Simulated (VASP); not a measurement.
# As (Fd-3m) in VASP: notebook, part 2 of 2

VASP 6.6.1. Earlier steps stand in the parts before.

**3. Single point, LDA**

This run uses another cell than the first one, of 22.96 Å³/atom, 1.100 times its volume.

Input file INCAR:

```
SYSTEM = As
ALGO = Normal
EDIFF = 1E-6
ENCUT = 520
GGA = CA
ISIF = 2
ISMEAR = -1
LASPH = .TRUE.
LCHARG = .FALSE.
LREAL = .FALSE.
LWAVE = .FALSE.
NBANDS = 12
NELM = 80
PREC = Accurate
SIGMA = 0.1
```

Input file KPOINTS:

```
k-points
0
G
  12 12 12
  0 0 0
```

Input file POSCAR:

```
As
1.0
    0.0000000000      2.8420151421      2.8420151421
    2.8420151421      0.0000000000      2.8420151421
    2.8420151421      2.8420151421      0.0000000000
As
2
Direct
    0.0000000000      0.0000000000      0.0000000000
    0.2500000000      0.2500000000      0.2500000000
```

Potentials or basis: VASP PAW LDA potentials, release 64 (As).

Run with:

```console
$ cat potpaw_LDA.64/As/POTCAR > POTCAR
$ mpirun -np 1 vasp_std > vasp.out
```

OUTCAR:

```text
SYSTEM = As
   EDIFF = 1E-6
   ENCUT = 520
   GGA = CA
   ISIF = 2
   ISMEAR = -1
   LASPH = .TRUE.
   LREAL = .FALSE.
   NELM = 80
   PREC = Accurate

 ion  position               nearest neighbor table
   1  0.000  0.000  0.000-   2 2.46   2 2.46   2 2.46   2 2.46
   2  0.250  0.250  0.250-   1 2.46   1 2.46   1 2.46   1 2.46

  LATTYP: Found a face centered cubic cell.
 ALAT       =     5.6840302842

  Lattice vectors:

 A1 = (   0.0000000000,   2.8420151421,   2.8420151421)
 A2 = (   2.8420151421,   0.0000000000,   2.8420151421)
 A3 = (   2.8420151421,   2.8420151421,   0.0000000000)

Analysis of symmetry for initial positions (statically):
=====================================================================
 Subroutine PRICEL returns:
 Original cell was already a primitive cell.

 Routine SETGRP: Setting up the symmetry group for a
 face centered cubic supercell.

 Subroutine GETGRP returns: Found 48 space group operations
 (whereof 24 operations were pure point group operations)
 out of a pool of 48 trial point group operations.

The static configuration has the point symmetry T_d .
 The point group associated with its full space group is O_h .

Analysis of symmetry for dynamics (positions and initial velocities):
=====================================================================
 Subroutine PRICEL returns:
 Original cell was already a primitive cell.

 Routine SETGRP: Setting up the symmetry group for a
 face centered cubic supercell.

 Subroutine GETGRP returns: Found 48 space group operations
 (whereof 24 operations were pure point group operations)
 out of a pool of 48 trial point group operations.

The dynamic configuration has the point symmetry T_d .
 The point group associated with its full space group is O_h .

 Subroutine INISYM returns: Found 48 space group operations
 (whereof 24 operations are pure point group operations),
 and found     1 'primitive' translations

----------------------------------------------------------------------------------------

                                     Primitive cell

  volume of cell :      45.9102

  direct lattice vectors                    reciprocal lattice vectors
     0.000000000  2.842015142  2.842015142    -0.175931505  0.175931505  0.175931505
     2.842015142  0.000000000  2.842015142     0.175931505 -0.175931505  0.175931505
     2.842015142  2.842015142  0.000000000     0.175931505  0.175931505 -0.175931505

  length of vectors
     4.019216358  4.019216358  4.019216358     0.304722305  0.304722305  0.304722305

  position of ions in fractional coordinates (direct lattice)
     0.000000000  0.000000000  0.000000000
     0.250000000  0.250000000  0.250000000

  ion indices of the primitive-cell ions
   primitive index   ion index
                 1           1
                 2           2

----------------------------------------------------------------------------------------

 KPOINTS: k-points

Automatic generation of k-mesh.
 Grid dimensions read from file:
 generate k-points for:   12   12   12

 Generating k-lattice:

  Cartesian coordinates                     Fractional coordinates (reciprocal lattice)
    -0.014660959  0.014660959  0.014660959     0.083333333  0.000000000  0.000000000
     0.014660959 -0.014660959  0.014660959     0.000000000  0.083333333  0.000000000
     0.014660959  0.014660959 -0.014660959     0.000000000  0.000000000  0.083333333

  Length of vectors
[... 40 lines left out ...]
   dimension x,y,z NGX =    30 NGY =   30 NGZ =   30
   dimension x,y,z NGXF=    60 NGYF=   60 NGZF=   60
   ions per type =               2
   NGX,Y,Z   is equivalent  to a cutoff of  12.41, 12.41, 12.41 a.u.
   NGXF,Y,Z  is equivalent  to a cutoff of  24.82, 24.82, 24.82 a.u.
 SYSTEM =  As
   PREC   = accura    normal or accurate (medium, high low for compatibility)
   ISTART =      0    job   : 0-new  1-cont  2-samecut
   ICHARG =      2    charge: 1-file 2-atom 10-const
   ISPIN  =      1    spin polarized calculation?
   LNONCOLLINEAR =      F non collinear calculations
   LSORBIT =      F    spin-orbit coupling
   LASPH  =      T    aspherical Exc in radial PAW
   ENCUT  =  520.0 eV  38.22 Ry    6.18 a.u.   7.47  7.47  7.47*2*pi/ulx,y,z
   NELM   =     80;   NELMIN=  2; NELMDL= -5     # of ELM steps
   EDIFF  = 0.1E-05   stopping-criterion for ELM
   LREAL  =      F    real-space projection
   EDIFFG = 0.1E-04   stopping-criterion for IOM
   NSW    =      0    number of steps for IOM
   IBRION =     -1    ionic relax: 0-MD 1-quasi-New 2-CG
   NFREE  =      0    steps in history (QN), initial steepest desc. (CG)
   ISIF   =      2    stress and relaxation
   ISYM   =      2    0-nonsym 1-usesym 2-fastsym
   POTIM  = 0.5000    time-step for ionic-motion
   TEBEG  =    0.0;   TEEND  =   0.0 temperature during run
   PSTRESS=    0.0 pullay stress
   NELECT =      10.0000    total number of electrons
   NUPDOWN=      -1.0000    fix difference up-down
   EMIN   =  10.00;   EMAX   =-10.00  energy-range for DOS
   EFERMI =   0.00;   METHOD = LEGACY
   ISMEAR =    -1;   SIGMA  =   0.10  broadening in eV -4-tet -1-fermi 0-gaus
   EFERMI_NEDOS =   21; number of points for ismear=-14 and -15
   IALGO  =     38    algorithm
   IMIX   =      4    mixing-type and parameters
     AMIX     =   0.40;   BMIX     =  1.00
     AMIX_MAG =   1.60;   BMIX_MAG =  1.00
  volume/ion in A,a.u.               =      22.96       154.91
  Fermi-wavevector in a.u.,A,eV,Ry     =   0.985005  1.861390 13.200847  0.970235
  Thomas-Fermi vector in A             =   2.116280
   LORBIT       =      0    0 simple, 1 ext, 2 COOP (PROOUT), +10 PAW based schemes
   GGA     = CA    functional components
   LHFCALC =     F    Hartree Fock is set to
   AEXX    =    0.0000 exact exchange contribution
   IVDW    =     0    specifies the selected vdW correction
   LEPSILON=     F    determine dielectric tensor
   LRPA    =     F    only Hartree local field effects (RPA)
 non-spin polarized calculation
  energy-cutoff  :      520.00
  volume of cell :       45.91
 maximum number of plane-waves:      1258
 NGX is ok and might be reduce to    30
   NGX = 15   NGY = 15   NGZ = 15

 number of electron      10.0000000 magnetization

 number of electron       9.9999999 magnetization

 Free energy of the ion-electron system (eV)
  ---------------------------------------------------
  ext. energy  EPLUGINS =         0.00000000
  ---------------------------------------------------
  free energy    TOTEN  =        -9.79164685 eV

  energy without entropy =       -9.77141440  energy(sigma->0) =       -9.78153062

 E-fermi :   4.9664     XC(G=0):  -9.7317

 val. band max:        4.8860294654   @ k =   0.3333   0.2500   0.0000
 cond. band min:       5.0834609436   @ k =   0.2500   0.1667   0.0833
 fundamental gap:      0.1974314783
 Fermi energy:         4.9663992904

 k-point     1 :       0.0000    0.0000    0.0000
  band No.  band energies     occupation
      1     -10.4419      2.00000
      2       0.1105      2.00000
      3       2.3397      2.00000
      4       2.3397      2.00000
      5       2.3397      2.00000
      6       5.3501      0.04219
      7       5.3501      0.04219
      8       5.3501      0.04219
      9       9.7893      0.00000
     10      12.9213      0.00000
     11      12.9213      0.00000
     12      14.7867      0.00000
[... 331 lines left out ...]
 k-point    24 :      -0.4167    0.1667    0.0000
  band No.  band energies     occupation
      1      -8.4300      2.00000
      2      -5.4727      2.00000
      3      -0.4602      2.00000
      4       0.8733      2.00000
      5       3.8063      1.99998
      6       6.7272      0.00000
      7       7.4990      0.00000
      8       9.8336      0.00000
      9      11.6130      0.00000
     10      12.9749      0.00000
     11      13.7250      0.00000
     12      15.3694      0.00000

 [... further k-points ...]

------------------------ aborting loop because EDIFF is reached ----------------------------------------

  FORCE on cell =-STRESS in cart. coord.  units (eV):
  Direction    XX          YY          ZZ          XY          YZ          ZX
  --------------------------------------------------------------------------------------
  -------------------------------------------------------------------------------------
  Total        3.0099171      3.0099171      3.0099171      0.0000000      0.0000000     -0.0000000
  in kB      105.0403015    105.0403015    105.0403015      0.0000000      0.0000000     -0.0000000
  external PRESSURE =     105.0403015 kB  Pullay stress =       0.0000000 kB

 VOLUME and BASIS-vectors are now :
 -----------------------------------------------------------------------------
  energy-cutoff  :      520.00
  volume of cell :       45.91
      direct lattice vectors                 reciprocal lattice vectors
     0.000000000  2.842015142  2.842015142    -0.175931505  0.175931505  0.175931505
     2.842015142  0.000000000  2.842015142     0.175931505 -0.175931505  0.175931505
     2.842015142  2.842015142  0.000000000     0.175931505  0.175931505 -0.175931505

 POSITION                                       TOTAL-FORCE (eV/Angst)
 -----------------------------------------------------------------------------------
      0.00000      0.00000      0.00000        -0.000000     -0.000000     -0.000000
      1.42101      1.42101      1.42101         0.000000      0.000000      0.000000
 -----------------------------------------------------------------------------------
    total drift:                                0.000000     -0.000000      0.000000

  FREE ENERGIE OF THE ION-ELECTRON SYSTEM (eV)
  ---------------------------------------------------
  free  energy   TOTEN  =        -9.7916468467 eV

  energy  without entropy=       -9.7714143981  energy(sigma->0) =       -9.78153062
```

Wall time 19 s (1 thread of Intel Xeon 6975P-C (Granite Rapids), shared host); peak memory 0.16 GiB.

What came out:

- Free energy: -9.7916 eV
- Pressure: 10.5 GPa
- Band gap on the k mesh: zero (band 5 reaches 6.41 eV, above the bottom of band 6 at 3.84 eV)

**4. Single point, LDA**

This run uses another cell than the first one, of 24.41 Å³/atom, 1.169 times its volume.

Input file INCAR:

```
  PREC = Accurate
  ENCUT = 520
  EDIFF = 1E-7
  ISMEAR = -1
  SIGMA = 0.1
  LREAL = False
  LASPH = True
  NELM = 80
  ALGO = Normal
  ISIF = 2
  LWAVE = False
  LCHARG = False
  GGA = CA
  NBANDS = 12
```

Input file KPOINTS:

```
Automatic mesh
0
Gamma
  12 12 12
```

Input file POSCAR:

```
As
1.0
    0.0000000000      2.9009878480      2.9009878480
    2.9009878480      0.0000000000      2.9009878480
    2.9009878480      2.9009878480      0.0000000000
As
2
Direct
    0.0000000000      0.0000000000      0.0000000000
    0.2500000000      0.2500000000      0.2500000000
```

Run with:

```console
$ cat potpaw_LDA.64/As/POTCAR > POTCAR
$ mpirun -np 1 vasp_std > vasp.out
```

Run time: 19 s. Hardware: 1 thread of Intel Xeon 6975P-C (Granite Rapids), shared host; peak memory 0.17 GiB.

The run converged. Its results:

| Quantity | Value |
| --- | --- |
| Free energy | -9.9343 eV |
| Pressure | 5.4 GPa |
| Band gap on the k mesh | zero (band 5 reaches 5.62 eV, above the bottom of band 6 at 3.34 eV) |

Levels at points of the mesh, in eV from the Fermi level:
```
           k point  band 3  band 4  band 5  band 6  band 7  band 8
(0.00, 0.00, 0.00)   -2.44   -2.44   -2.44    0.49    0.49    0.49
(0.50, 0.00, 0.00)   -3.53   -3.53   -2.81    1.81    1.81    5.49
(0.50, 0.50, 0.00)   -4.80   -4.80   -0.96   -0.96    5.82    5.82
```

**5. The runs side by side**

| cell | gap on the mesh (eV) | pressure (GPa) |
| --- | --- | --- |
| a = 3.894 Å, angles 60.0°, 2 atoms | none | 20.8 |
| a = 4.019 Å, angles 60.0°, 2 atoms | none | 10.5 |
| a = 4.103 Å, angles 60.0°, 2 atoms | none | 5.4 |

Alike in all rows: task single point; level LDA; potentials or basis VASP PAW LDA potentials, release 64 (As); no spin polarisation; k mesh 12 × 12 × 12; cutoff (eV) 520; smearing fermi-dirac 0.1 eV.

Absolute energies hang on the potentials; compare differences alone.
